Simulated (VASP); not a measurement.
Ge:

```
Ge
1.0
    -2.05602    2.05602    2.83100
     2.05602   -2.05602    2.83100
     2.05602    2.05602   -2.83100
Ge
2
Cartesian
  2.0560 0.0000 1.4155
  0.0000 0.0000 2.8310
```

The cell was built from a structure type or drawn by symmetry, and may not be a known phase.

* Program: VASP 6.6.1
* Task: relaxation of cell and atoms
* Functional: PBE
* Potentials or basis: VASP PAW PBE potentials, release 64 (Ge_d)
* Cutoff: 600 eV
* k mesh: 12 × 12 × 12
* Occupations: gaussian, width 0.01 eV
* Spin: no spin polarisation

At the start: pressure -0.2 GPa; volume 23.93 Å³/atom.

Q: How do energy, volume and symmetry change on relaxing?

A: Over 10 steps the energy falls by 2.3 meV/atom and the volume is 23.89 Å³/atom (-0.2 %); space group I4_1/amd (No. 141, to 0.1 Å) before, Fd-3m (No. 227, to 0.1 Å).

Step by step:
```csv
step,energy change (eV),largest force (eV/Å),pressure (GPa),volume (Å³)
1,0.0000,0.0000,-0.18,47.87
2,-0.0033,0.0000,0.23,47.68
3,-0.0042,0.0000,0.37,47.54
4,-0.0043,0.0000,0.46,47.50
5,-0.0044,0.0000,-0.16,47.98
6,-0.0046,0.0000,0.12,47.73
7,-0.0046,0.0000,-0.24,47.82
8,-0.0046,0.0000,0.14,47.76
9,-0.0046,0.0000,-0.09,47.79
10,-0.0046,0.0000,-0.05,47.78
```

Final structure:
```yaml
crystal:
  lattice:
    - [-2.03616, 2.03616, 2.88097]
    - [2.03616, -2.03616, 2.88097]
    - [2.03616, 2.03616, -2.88097]
  atoms:
    - { symbol: Ge, position: [0.25000, 0.75000, 0.50000] }
    - { symbol: Ge, position: [0.50000, 0.50000, 0.00000] }
```
